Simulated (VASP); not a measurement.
Write the native input for VASP 6.6.1 that does the following.

* Task: relaxation of cell and atoms
* Functional: PBEsol
* Potentials or basis: VASP PAW PBE potentials, release 64 (Sc_sv)
* Cutoff: 600 eV
* k mesh: 9 × 9 × 9
* Occupations: gaussian, width 0.05 eV
* Spin: no spin polarisation
* Dipole correction: no
* Further INCAR settings: ALGO = Normal; EDIFF = 1e-06; IBRION = 2; EDIFFG = -0.02; NSW = 80; ISIF = 3

The structure of Sc lies in POSCAR:

```
Sc
1.0
    1.8400000000      1.8400000000      1.8400000000
   -1.8400000000      1.8400000000      1.8400000000
   -1.8400000000     -1.8400000000      1.8400000000
Sc
1
Direct
    0.0000000000      0.0000000000      0.0000000000
```

The input as run:

INCAR

```
SYSTEM = Sc
ALGO = Normal ; EDIFF = 1E-6
EDIFFG = -0.02 ; ENCUT = 600
GGA = PS ; IBRION = 2
ISIF = 3 ; ISMEAR = 0
LASPH = .TRUE. ; LCHARG = .FALSE.
LREAL = .FALSE. ; LWAVE = .FALSE.
NELM = 80 ; NSW = 80
PREC = Accurate ; SIGMA = 0.05
```

KPOINTS

```
k-points
0
G
  9 9 9
  0 0 0
```

Potentials or basis: VASP PAW PBE potentials, release 64 (Sc_sv).

Launch:

```sh
$ cat potpaw_PBE.64/Sc_sv/POTCAR > POTCAR
$ mpirun -np 1 vasp_std > vasp.out
```

It gave:

```
Relaxed volume                         : 23.95 Å³/atom
Relaxed cell                           : a = 3.145 Å, b = 3.145 Å, c = 3.145 Å, α = 70.53°, β = 109.47°, γ = 70.53°
Space group after relaxing (to 0.05 Å) : Im-3m (No. 229)
Energy gained by relaxing              : 6.9 meV/atom
Ionic steps                            : 3
Pressure after relaxing                : 0.0 GPa
```

Caveat: the PAW data sets were made with another functional, which shifts forces and pressure a little.

Wall time 22 s on 1 thread of AMD EPYC 7R13 Processor (Zen 3), with other jobs on the host, peak memory 0.14 GiB.
